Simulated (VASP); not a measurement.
# Se (Im-3m) in VASP: a series of runs

Runs on Se. Level: PBE. Tasks: single point, relaxation of cell and atoms.

Program: VASP 6.6.1. These are calculated values, not measurements. Logs are shortened: lines on timing, memory, paths and dates and some standing lists are left out, and cuts for length are marked.

### Step 1. The cell of the first run

It takes space group Im-3m (No. 229, cubic). The conventional cell has a = 2.875 Å, b = 2.875 Å, c = 2.875 Å, α = 90.00°, β = 90.00°, γ = 90.00°. Se (site symmetry m-3m) has 14 Se at 2.49 to 2.87 Å within 3.3 Å.

### Step 2. Single point, PBE

INCAR

```
PREC     = Accurate       # precision mode
ENCUT    = 520            # plane-wave cutoff, eV
EDIFF    = 1E-6           # SCF threshold, eV
ISMEAR   = -1             # smearing method
SIGMA    = 0.08           # smearing width, eV
LREAL    = F              # projectors in reciprocal space
LASPH    = T              # aspherical terms in the spheres
NELM     = 80             # most SCF steps
ALGO     = Normal         # electronic algorithm
ISIF     = 2              # what is computed and relaxed
LWAVE    = F              # write WAVECAR
LCHARG   = F              # write CHGCAR
GGA      = PE             # functional
NBANDS   = 9              # bands
```

KPOINTS

```
Automatic mesh
0
Gamma
  18 18 18
```

POSCAR

```
Se
1.0
   -1.4374094329      1.4374094329      1.4374094329
    1.4374094329     -1.4374094329      1.4374094329
    1.4374094329      1.4374094329     -1.4374094329
Se
1
Direct
    0.0000000000      0.0000000000      0.0000000000
```

Potentials or basis: VASP PAW PBE potentials, release 64 (Se).

Started as:

```console
> cat potpaw_PBE.64/Se/POTCAR > POTCAR
> mpirun -np 1 vasp_std > vasp.out
```

OUTCAR:

```text
PREC = Accurate
   ENCUT = 520
   EDIFF = 1E-6
   ISMEAR = -1
   LREAL = F
   LASPH = T
   NELM = 80
   ISIF = 2
   GGA = PE

 ion  position               nearest neighbor table
   1  0.000  0.000  0.000-

  LATTYP: Found a body centered cubic cell.
 ALAT       =     2.8748188658

  Lattice vectors:

 A1 = (  -1.4374094329,   1.4374094329,   1.4374094329)
 A2 = (   1.4374094329,  -1.4374094329,   1.4374094329)
 A3 = (   1.4374094329,   1.4374094329,  -1.4374094329)

Analysis of symmetry for initial positions (statically):
=====================================================================
 Subroutine PRICEL returns:
 Original cell was already a primitive cell.

 Routine SETGRP: Setting up the symmetry group for a
 body centered cubic supercell.

 Subroutine GETGRP returns: Found 48 space group operations
 (whereof 48 operations were pure point group operations)
 out of a pool of 48 trial point group operations.

The static configuration has the point symmetry O_h .

Analysis of symmetry for dynamics (positions and initial velocities):
=====================================================================
 Subroutine PRICEL returns:
 Original cell was already a primitive cell.

 Routine SETGRP: Setting up the symmetry group for a
 body centered cubic supercell.

 Subroutine GETGRP returns: Found 48 space group operations
 (whereof 48 operations were pure point group operations)
 out of a pool of 48 trial point group operations.

The dynamic configuration has the point symmetry O_h .

 Subroutine INISYM returns: Found 48 space group operations
 (whereof 48 operations are pure point group operations),
 and found     1 'primitive' translations

----------------------------------------------------------------------------------------

                                     Primitive cell

  volume of cell :      11.8796

  direct lattice vectors                    reciprocal lattice vectors
    -1.437409433  1.437409433  1.437409433     0.000000000  0.347848002  0.347848002
     1.437409433 -1.437409433  1.437409433     0.347848002  0.000000000  0.347848002
     1.437409433  1.437409433 -1.437409433     0.347848002  0.347848002  0.000000000

  length of vectors
     2.489666169  2.489666169  2.489666169     0.491931363  0.491931363  0.491931363

  position of ions in fractional coordinates (direct lattice)
     0.000000000  0.000000000  0.000000000

  ion indices of the primitive-cell ions
   primitive index   ion index
                 1           1

----------------------------------------------------------------------------------------

 KPOINTS: Automatic mesh

Automatic generation of k-mesh.
 Grid dimensions read from file:
 generate k-points for:   18   18   18

 Generating k-lattice:

  Cartesian coordinates                     Fractional coordinates (reciprocal lattice)
     0.000000000  0.019324889  0.019324889     0.055555556  0.000000000  0.000000000
     0.019324889  0.000000000  0.019324889     0.000000000  0.055555556  0.000000000
     0.019324889  0.019324889  0.000000000     0.000000000  0.000000000  0.055555556

  Length of vectors
     0.027329520  0.027329520  0.027329520

  Shift w.r.t. Gamma in fractional coordinates (k-lattice)
     0.000000000  0.000000000  0.000000000

 Subroutine IBZKPT returns following result:
 ===========================================

 Found    195 irreducible k-points:

 Following reciprocal coordinates:
            Coordinates               Weight
  0.000000  0.000000  0.000000      1.000000
  0.055556  0.000000  0.000000     12.000000
  0.111111  0.000000  0.000000     12.000000
  0.166667  0.000000  0.000000     12.000000
  0.222222  0.000000  0.000000     12.000000
  0.277778  0.000000  0.000000     12.000000
[... 16 lines left out ...]
  0.333333  0.111111 -0.000000     48.000000
  0.388889  0.111111  0.000000     48.000000
 [... further k-points ...]
   k-points           NKPTS =    195   k-points in BZ     NKDIM =    195   number of bands    NBANDS=      9
   number of dos      NEDOS =    301   number of ions     NIONS =      1
   total plane-waves  NPLWV =   8000
   dimension x,y,z NGX =    20 NGY =   20 NGZ =   20
   dimension x,y,z NGXF=    40 NGYF=   40 NGZF=   40
   ions per type =               1
   NGX,Y,Z   is equivalent  to a cutoff of  13.35, 13.35, 13.35 a.u.
   NGXF,Y,Z  is equivalent  to a cutoff of  26.71, 26.71, 26.71 a.u.
 SYSTEM =  unknown system
   PREC   = accura    normal or accurate (medium, high low for compatibility)
   ISTART =      0    job   : 0-new  1-cont  2-samecut
   ICHARG =      2    charge: 1-file 2-atom 10-const
   ISPIN  =      1    spin polarized calculation?
   LNONCOLLINEAR =      F non collinear calculations
   LSORBIT =      F    spin-orbit coupling
   LASPH  =      T    aspherical Exc in radial PAW
   ENCUT  =  520.0 eV  38.22 Ry    6.18 a.u.   4.63  4.63  4.63*2*pi/ulx,y,z
   NELM   =     80;   NELMIN=  2; NELMDL= -5     # of ELM steps
   EDIFF  = 0.1E-05   stopping-criterion for ELM
   LREAL  =      F    real-space projection
   EDIFFG = 0.1E-04   stopping-criterion for IOM
   NSW    =      0    number of steps for IOM
   IBRION =     -1    ionic relax: 0-MD 1-quasi-New 2-CG
   NFREE  =      0    steps in history (QN), initial steepest desc. (CG)
   ISIF   =      2    stress and relaxation
   ISYM   =      2    0-nonsym 1-usesym 2-fastsym
   POTIM  = 0.5000    time-step for ionic-motion
   TEBEG  =    0.0;   TEEND  =   0.0 temperature during run
   PSTRESS=    0.0 pullay stress
   NELECT =       6.0000    total number of electrons
   NUPDOWN=      -1.0000    fix difference up-down
   EMIN   =  10.00;   EMAX   =-10.00  energy-range for DOS
   EFERMI =   0.00;   METHOD = LEGACY
   ISMEAR =    -1;   SIGMA  =   0.08  broadening in eV -4-tet -1-fermi 0-gaus
   EFERMI_NEDOS =   21; number of points for ismear=-14 and -15
   IALGO  =     38    algorithm
   IMIX   =      4    mixing-type and parameters
     AMIX     =   0.40;   BMIX     =  1.00
     AMIX_MAG =   1.60;   BMIX_MAG =  1.00
  volume/ion in A,a.u.               =      11.88        80.17
  Fermi-wavevector in a.u.,A,eV,Ry     =   1.303741  2.463714 23.126386  1.699741
  Thomas-Fermi vector in A             =   2.434723
   LORBIT       =      0    0 simple, 1 ext, 2 COOP (PROOUT), +10 PAW based schemes
   GGA     = PE    functional components
   LHFCALC =     F    Hartree Fock is set to
   AEXX    =    0.0000 exact exchange contribution
   IVDW    =     0    specifies the selected vdW correction
   LEPSILON=     F    determine dielectric tensor
   LRPA    =     F    only Hartree local field effects (RPA)
 non-spin polarized calculation
  energy-cutoff  :      520.00
  volume of cell :       11.88
 maximum number of plane-waves:       333
   NGX =  9   NGY =  9   NGZ =  9

 number of electron       5.9999999 magnetization

 Free energy of the ion-electron system (eV)
  ---------------------------------------------------
  ext. energy  EPLUGINS =         0.00000000
  ---------------------------------------------------
  free energy    TOTEN  =        -0.79521417 eV

  energy without entropy =       -0.78493553  energy(sigma->0) =       -0.79007485

 E-fermi :  13.9464     XC(G=0): -13.2067

 val. band max:       13.9406287270   @ k =   0.5000   0.5000   0.0556
 cond. band min:      13.9561516550   @ k =  -0.1667   0.2222   0.0556
 fundamental gap:      0.0155229279
 Fermi energy:        13.9463928175

 k-point     1 :       0.0000    0.0000    0.0000
  band No.  band energies     occupation
      1      -8.8887      2.00000
      2      20.8296      0.00000
      3      20.8296      0.00000
      4      20.8296      0.00000
      5      27.7495      0.00000
      6      27.7495      0.00000
      7      27.7495      0.00000
      8      31.5048      0.00000
      9      31.5048      0.00000

 k-point     2 :       0.0556    0.0000    0.0000
  band No.  band energies     occupation
      1      -8.7781      2.00000
      2      19.9792      0.00000
      3      20.3825      0.00000
      4      20.7292      0.00000
      5      27.1665      0.00000
      6      27.5259      0.00000
      7      28.3843      0.00000
      8      30.1384      0.00000
      9      30.6985      0.00000

 k-point     3 :       0.1111    0.0000    0.0000
  band No.  band energies     occupation
      1      -8.4465      2.00000
      2      17.9034      0.00000
      3      19.3688      0.00000
      4      20.4380      0.00000
      5      26.0272      0.00000
      6      26.5005      0.00000
      7      29.9614      0.00000
      8      30.0658      0.00000
      9      30.0732      0.00000

 k-point     4 :       0.1667    0.0000    0.0000
  band No.  band energies     occupation
      1      -7.8946      2.00000
      2      15.2948      0.00000
      3      18.2135      0.00000
      4      19.9943      0.00000
      5      24.8615      0.00000
      6      25.2777      0.00000
      7      29.9031      0.00000
      8      30.6658      0.00000
      9      32.0572      0.00000
[... 205 lines left out ...]
 k-point    22 :       0.2778    0.1111    0.0000
  band No.  band energies     occupation
      1      -4.6223      2.00000
      2       7.4718      2.00000
      3      13.2302      1.99974
      4      17.0162      0.00000
      5      23.3331      0.00000
      6      25.6817      0.00000
      7      29.9836      0.00000
      8      36.0622      0.00000
      9      37.7636      0.00000

 k-point    23 :       0.3333    0.1111   -0.0000
  band No.  band energies     occupation
      1      -3.2526      2.00000
      2       5.1244      2.00000
      3      12.6403      2.00000
      4      16.5868      0.00000
      5      22.8900      0.00000
      6      25.5026      0.00000
      7      30.9253      0.00000
      8      37.3360      0.00000
      9      37.7318      0.00000

 k-point    24 :       0.3889    0.1111    0.0000
  band No.  band energies     occupation
      1      -1.7968      2.00000
      2       3.0687      2.00000
      3      12.2887      2.00000
      4      16.3211      0.00000
      5      22.6182      0.00000
      6      25.3600      0.00000
      7      32.1871      0.00000
      8      35.7004      0.00000
      9      39.1075      0.00000

 [... further k-points ...]
[... 5 lines left out ...]
  --------------------------------------------------------------------------------------
  -------------------------------------------------------------------------------------
  Total        9.7451377      9.7451377      9.7451377      0.0000000     -0.0000000      0.0000000
  in kB     1314.3078454   1314.3078454   1314.3078454      0.0000000     -0.0000000      0.0000000
  external PRESSURE =    1314.3078454 kB  Pullay stress =       0.0000000 kB

 VOLUME and BASIS-vectors are now :
 -----------------------------------------------------------------------------
  energy-cutoff  :      520.00
  volume of cell :       11.88
      direct lattice vectors                 reciprocal lattice vectors
    -1.437409433  1.437409433  1.437409433     0.000000000  0.347848002  0.347848002
     1.437409433 -1.437409433  1.437409433     0.347848002  0.000000000  0.347848002
     1.437409433  1.437409433 -1.437409433     0.347848002  0.347848002  0.000000000

 POSITION                                       TOTAL-FORCE (eV/Angst)
 -----------------------------------------------------------------------------------
      0.00000      0.00000      0.00000         0.000000      0.000000     -0.000000
 -----------------------------------------------------------------------------------
    total drift:                               -0.000000      0.000000      0.000000

  FREE ENERGIE OF THE ION-ELECTRON SYSTEM (eV)
  ---------------------------------------------------
  free  energy   TOTEN  =        -0.7952141714 eV

  energy  without entropy=       -0.7849355334  energy(sigma->0) =       -0.79007485
```

Wall time 23 s (1 thread of AMD EPYC 7R43 (Zen 3), shared host); peak memory 0.1 GiB.

Results:

```
Free energy            : -0.7952 eV
Pressure               : 131.4 GPa
Band gap on the k mesh : zero (band 3 reaches 20.83 eV, above the bottom of band 4 at 7.29 eV)
```

Levels at points of the mesh, in eV from the Fermi level:
```tsv
k point	band 1	band 2	band 3	band 4	band 5	band 6	band 7	band 8
(0.00, 0.00, 0.00)	-22.84	6.88	6.88	6.88	13.80	13.80	13.80	17.56
(0.50, 0.00, 0.00)	-15.12	-12.33	0.44	3.83	7.43	7.86	21.38	23.33
(0.50, 0.50, 0.50)	-8.26	-5.97	-5.97	-5.97	0.80	0.80	29.31	29.31
```

(Part 1 of 2 ends here.)
